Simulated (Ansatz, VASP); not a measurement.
Two plane-wave programs on CdS

File POSCAR:

```
CdS
1.0
    0.0000000000      2.7802563296      2.7802563296
    2.7802563296      0.0000000000      2.7802563296
    2.7802563296      2.7802563296      0.0000000000
Cd S
1 1
Direct
    0.0000000000      0.0000000000      0.0000000000
    0.5000000000      0.5000000000      0.5000000000
```

File INCAR.step1:

```
SYSTEM = CdS
PREC = Accurate
ENCUT = 520
ISMEAR = 0
SIGMA = 0.01
LREAL = .False.
LASPH = .True.
NELM = 80
NBANDS = 16
GGA = PE
ALGO = Normal
EDIFF = 1E-4
LWAVE = .True.
LCHARG = .False.
```

File INCAR.step2:

```
SYSTEM = CdS
PREC = Accurate
ENCUT = 520
EDIFF = 1E-6
ISMEAR = 0
SIGMA = 0.01
LREAL = .False.
LASPH = .True.
NELM = 80
ALGO = Normal
ISIF = 2
LWAVE = .False.
LCHARG = .False.
METAGGA = R2SCAN
LMIXTAU = .True.
NBANDS = 16
ISTART = 1
```

KPOINTS

```
Automatic mesh
0
Gamma
  6 6 6
  0 0 0
```

Input for Ansatz:

```yaml
crystal:
  lattice:
    - [0.0, 2.7802563296, 2.7802563296]
    - [2.7802563296, 0.0, 2.7802563296]
    - [2.7802563296, 2.7802563296, 0.0]
  atoms:
    - { symbol: Cd, position: [0.0, 0.0, 0.0] }
    - { symbol: S, position: [0.5, 0.5, 0.5] }
kpoints:
  mp_grid: { grid: [6, 6, 6] }
hamiltonian:
  xc: r2scan
scf:
  occupations: { method: fixed }
  n_extra_bands: 4
output:
  forces: true
  stress: true
  eigenvalues: true
```

Alike in both runs: task single point; functional r2SCAN; k mesh 6 × 6 × 6; no spin polarisation.

|  | VASP | Ansatz |
| --- | --- | --- |
| version | VASP 6.6.1 | Ansatz 0.2.0 |
| potentials or method | VASP PAW PBE potentials, release 64 (Cd, S) | plane waves, PAW |
| plane-wave cutoff (eV) | 520 | 500 |
| occupations | gaussian, width 0.01 eV | fixed |
| valence electrons in the cell | 18 | 26 |

```tsv
	VASP	Ansatz	Ansatz less VASP
gap on the k mesh at the Fermi level (eV)	0.73	0.74	+0.017
pressure (GPa)	-3.8	-4.2	-0.36
```

VASP's potentials were made for PBE, not for r2SCAN. VASP's potentials hold 18 valence electrons a cell and Ansatz's 26, so a difference there can come from the potentials and not from the codes.
